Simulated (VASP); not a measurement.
**Si2Ni: single point with PBE**

Si2Ni:

```xyz
3
Lattice="0.0000 2.7234 2.7234 2.7234 0.0000 2.7234 2.7234 2.7234 0.0000" Properties=species:S:1:pos:R:3 pbc="T T T"
Si    1.3617    1.3617    1.3617
Si    4.0851    4.0851    4.0851
Ni    0.0000    0.0000    0.0000
```

```
Program             : VASP 6.6.1
Task                : single point
Functional          : PBE
Potentials or basis : VASP PAW PBE potentials, release 64 (Si, Ni)
Cutoff              : 520 eV
k mesh              : 14 × 14 × 14
Occupations         : gaussian, width 0.1 eV
Spin                : no spin polarisation
```

```json
{"Pressure": "-0.1 GPa", "Band gap on the k mesh": "zero (band 9 reaches 11.80 eV, above the bottom of band 10 at 9.65 eV)"}
```

Levels at points of the mesh, in eV from the Fermi level:
| k point | band 5 | band 6 | band 7 | band 8 | band 9 | band 10 | band 11 | band 12 | band 13 | band 14 |
| --- | --- | --- | --- | --- | --- | --- | --- | --- | --- | --- |
| (0.00, 0.00, 0.00) | -3.40 | -3.40 | -0.49 | 1.66 | 1.66 | 1.66 | 2.31 | 2.31 | 2.31 | 4.66 |
| (0.50, 0.00, 0.00) | -3.61 | -3.22 | -3.22 | -1.40 | -1.40 | 1.74 | 1.78 | 1.78 | 2.47 | 9.13 |
| (0.50, 0.50, 0.00) | -4.43 | -3.49 | -3.49 | -3.33 | -3.01 | -0.46 | 1.45 | 7.73 | 8.11 | 8.11 |

Run time: 32 s on 1 thread of Intel(R) Xeon(R) 6975P-C (Granite Rapids), with other jobs on the host, peak memory 0.21 GiB.

Spin polarisation is off, so any magnetic state and its effect on volume and gap are missing.
